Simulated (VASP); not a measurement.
# Pd3S2Cl2: single point with PBEsol

Crystal: Pd3S2Cl2.

```
CELL_PARAMETERS angstrom
-4.14199 4.14199 4.14199
4.14199 -4.14199 4.14199
4.14199 4.14199 -4.14199
ATOMIC_POSITIONS crystal
Cl 0.04400 0.04400 0.04400
Cl 0.50000 0.00000 0.45600
Cl 0.45600 0.50000 0.00000
Cl 0.00000 0.45600 0.50000
S 0.53600 0.53600 0.53600
S 0.50000 0.00000 0.96400
S 0.96400 0.50000 0.00000
S 0.00000 0.96400 0.50000
Pd 0.25000 0.54800 0.29800
Pd 0.75000 0.95200 0.20200
Pd 0.29800 0.25000 0.54800
Pd 0.20200 0.75000 0.95200
Pd 0.54800 0.29800 0.25000
Pd 0.95200 0.20200 0.75000
```

- Program: VASP 6.6.1
- Task: single point
- Functional: PBEsol
- Potentials or basis: VASP PAW PBE potentials, release 64 (Cl, S, Pd)
- Cutoff: 520 eV
- k mesh: 6 × 6 × 6
- Occupations: methfessel-paxton, width 0.0986 eV
- Spin: no spin polarisation

```json
{"Pressure": "-1.6 GPa", "Largest force": "0.949 eV/Å", "Band gap on the k mesh": "zero (bands 56 and 57 overlap by 0.22 eV)"}
```

Forces on the atoms (eV/Å):
```
Cl  -0.104 -0.104 -0.104
Cl   0.104  0.104 -0.104
Cl  -0.104  0.104  0.104
Cl   0.104 -0.104  0.104
S    0.548  0.548  0.548
S   -0.548 -0.548  0.548
S    0.548 -0.548 -0.548
S   -0.548  0.548 -0.548
Pd   0.157  0.000  0.000
Pd  -0.157  0.000  0.000
Pd   0.000  0.157  0.000
Pd   0.000 -0.157  0.000
Pd   0.000  0.000  0.157
Pd   0.000  0.000 -0.157
```

Levels at points of the mesh, in eV from the Fermi level:
```
           k point  band 52  band 53  band 54  band 55  band 56  band 57  band 58  band 59  band 60  band 61
(0.00, 0.00, 0.00)    -0.31    -0.31    -0.04     0.12     0.12     0.12     0.84     0.84     0.84     1.09
(0.50, 0.00, 0.00)    -0.79    -0.59    -0.55    -0.25    -0.16     0.21     0.58     0.83     0.94     1.20
(0.50, 0.50, 0.50)    -0.53    -0.53    -0.50    -0.50    -0.09    -0.09    -0.09    -0.03     1.05     1.05
```

Wall time 13 min on 1 thread of Intel(R) Xeon(R) Platinum 8375C CPU @ 2.90GHz (Ice Lake), with other jobs on the host, peak memory 0.56 GiB.

Caveat: the PAW data sets were made with another functional, which shifts forces and pressure a little.
